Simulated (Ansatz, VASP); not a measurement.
**Ti in VASP and in Ansatz**

```
Ti
1.0
    -1.65187    1.65187    1.65187
     1.65187   -1.65187    1.65187
     1.65187    1.65187   -1.65187
Ti
1
Cartesian
  0.0000 0.0000 0.0000
```

Change from the starting cell: volume scaled by 1.02.

Alike in both runs: task single point; functional PBEsol; k mesh 11 × 11 × 11; occupations fermi-dirac, width 0.05 eV; no spin polarisation.

|  | VASP | Ansatz |
| --- | --- | --- |
| version | VASP 6.6.1 | Ansatz 0.2.0 |
| potentials or method | VASP PAW PBE potentials, release 64 (Ti_sv), cutoff 520 eV | all-electron LAPW, scalar-relativistic |

|  | VASP | Ansatz | Ansatz less VASP |
| --- | --- | --- | --- |
| gap on the k mesh at the Fermi level (eV) | none | none | - |
| pressure (GPa) | -8.6 | -8.5 | +0.16 |

VASP's potentials were made for PBE, not for PBEsol. A gap of «none» marks a metal or a gap that the smearing closes. Ansatz ran all-electron here, and VASP with PAW potentials.
